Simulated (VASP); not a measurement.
Wanted: the native input for a VASP 6.6.1 run.

- Task: single point
- Functional: PBEsol
- Potentials or basis: VASP PAW PBE potentials, release 64 (Au)
- Cutoff: 520 eV
- k mesh: 18 × 18 × 18
- Occupations: fermi-dirac, width 0.08 eV
- Spin: no spin polarisation
- Dipole correction: no
- Further INCAR settings: ALGO = Normal; EDIFF = 1e-06; NBANDS = 12

The structure of Au lies in POSCAR:

```
Au
1.0
    0.0000000000      1.6728984732      1.6728984732
    1.6728984732      0.0000000000      1.6728984732
    1.6728984732      1.6728984732      0.0000000000
Au
1
Direct
    0.0000000000      0.0000000000      0.0000000000
```

This cell differs from its parent crystal: volume scaled by 0.55.

The input as run:

INCAR

```
  PREC = Accurate
  ENCUT = 520
  EDIFF = 1E-6
  ISMEAR = -1
  SIGMA = 0.08
  LREAL = False
  LASPH = True
  NELM = 80
  ALGO = Normal
  ISIF = 2
  LWAVE = False
  LCHARG = True
  GGA = PS
  LELF = True
  LVHAR = True
  NBANDS = 12
```

KPOINTS

```
regular mesh
0
Gamma
  18 18 18
```

Potentials or basis: VASP PAW PBE potentials, release 64 (Au).

Run with:

```bash
$ cat potpaw_PBE.64/Au/POTCAR > POTCAR
$ mpirun -np 1 vasp_std > vasp.out
```

Results of the run:

```yaml
Pressure: 539.8 GPa
```

Caveat: the PAW data sets were made with another functional, which shifts forces and pressure a little.

Wall time 20 s on 1 thread of Intel(R) Xeon(R) Platinum 8488C (Sapphire Rapids) (shared host), peak memory 0.14 GiB.
